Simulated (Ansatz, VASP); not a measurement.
## One calculation of TaN, two programs

```xyz
2
Lattice="0.0000 2.1743 2.1743 2.1743 0.0000 2.1743 2.1743 2.1743 0.0000" Properties=species:S:1:pos:R:3 pbc="T T T"
Ta    2.1743    2.1743    2.1743
N     0.0000    0.0000    0.0000
```

Alike in both runs: task relaxation of cell and atoms; functional LDA; k mesh 16 × 16 × 16; occupations fermi-dirac, width 0.15 eV; no spin polarisation.

|  | VASP | Ansatz |
| --- | --- | --- |
| version | VASP 6.6.1 | Ansatz 0.2.0 |
| potentials or method | VASP PAW LDA potentials, release 64 (Ta_pv, N), cutoff 600 eV | scalar-relativistic, plane waves, PAW |
| valence electrons in the cell | 16 | 18 |

```csv
,VASP,Ansatz,Ansatz less VASP
"gap on the k mesh at the Fermi level, each at its own relaxed structure (eV)",none,none,-
relaxed volume (Å³/atom),10.34,10.29,-0.055
relaxed cell length with the largest relative difference (Å),3.081,3.076,-0.0055
```

LDA's correlation is that of Perdew and Zunger in VASP and of Perdew and Wang (1992) in Ansatz. A gap of «none» marks a metal or a gap that the smearing closes. VASP's potentials hold 16 valence electrons a cell and Ansatz's 18, so a difference there can come from the potentials and not from the codes.

Neither program's run includes spin-orbit coupling.
